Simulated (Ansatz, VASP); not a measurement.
# Be in VASP and in Ansatz

```
Be
1.0
    -1.27929    1.27929    1.27929
     1.27929   -1.27929    1.27929
     1.27929    1.27929   -1.27929
Be
1
Cartesian
  0.0000 0.0000 0.0000
```

Alike in both runs: task single point; functional PBEsol; k mesh 20 × 20 × 20; occupations fermi-dirac, width 0.1 eV; no spin polarisation.

```csv
,VASP,Ansatz
version,VASP 6.6.1,Ansatz 0.2.0
potentials or method,"VASP PAW PBE potentials, release 64 (Be), cutoff 520 eV","plane waves (420 eV) with PAW, scalar-relativistic"
valence electrons in the cell,2,2
```

|  | VASP | Ansatz | Ansatz less VASP |
| --- | --- | --- | --- |
| pressure (GPa) | -8.2 | -8.5 | -0.30 |

VASP's potentials were made for PBE, not for PBEsol, and Ansatz warns of the same on its side.
